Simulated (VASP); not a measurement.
**WSe2: single point with PBE+D3(BJ)**

WSe2, a slab with vacuum:

```xyz
6
Lattice="3.2855 0.0000 0.0000 -1.6427 2.8453 0.0000 0.0000 0.0000 24.2386" Properties=species:S:1:pos:R:3 pbc="T T T"
Se    0.0000    1.8969    4.5000
Se    0.0000    1.8969    7.8693
Se    0.8214    2.3711   10.9793
Se    0.8214    2.3711   14.3486
W     1.6427    0.9484    6.1847
W    -0.8214    3.3195   12.6640
```

This cell differs from its parent crystal: layers slid over each other.

```json
{
  "Program": "VASP 6.6.1",
  "Task": "single point",
  "Functional": "PBE",
  "Dispersion": "D3(BJ)",
  "Potentials or basis": "VASP PAW PBE potentials, release 64 (Se, W_sv)",
  "Cutoff": "520 eV",
  "k mesh": "9 × 9 × 1",
  "Occupations": "gaussian, width 0.05 eV",
  "Spin": "no spin polarisation"
}
```

```yaml
Largest_force: 0.227 eV/Å
Band_gap_on_the_k_mesh: 1.33 eV (least direct gap 1.65 eV)
Dispersion_energy_per_atom: -0.400 eV
```

Forces on the atoms (eV/Å):
```
Se  -0.001  0.000 -0.042
Se  -0.100 -0.058 -0.195
Se   0.100  0.058  0.195
Se   0.001  0.000  0.042
W   -0.030 -0.017 -0.002
W    0.030  0.017  0.002
```

Levels at points of the mesh, in eV from the valence-band top:
```csv
k point,band 24,band 25,band 26,band 27,band 28,band 29
"(0.00, 0.00, 0.00)",-1.33,-0.78,0.00,2.77,2.79,2.81
```

It took 2.2 min on 1 thread of AMD EPYC 9R45 96-Core Processor (Zen 5), with other jobs on the host, peak memory 0.39 GiB.

Caveat: the cell differs from its parent crystal (layers slid over each other); spin-orbit coupling is left out, which moves the levels of the heavy elements.
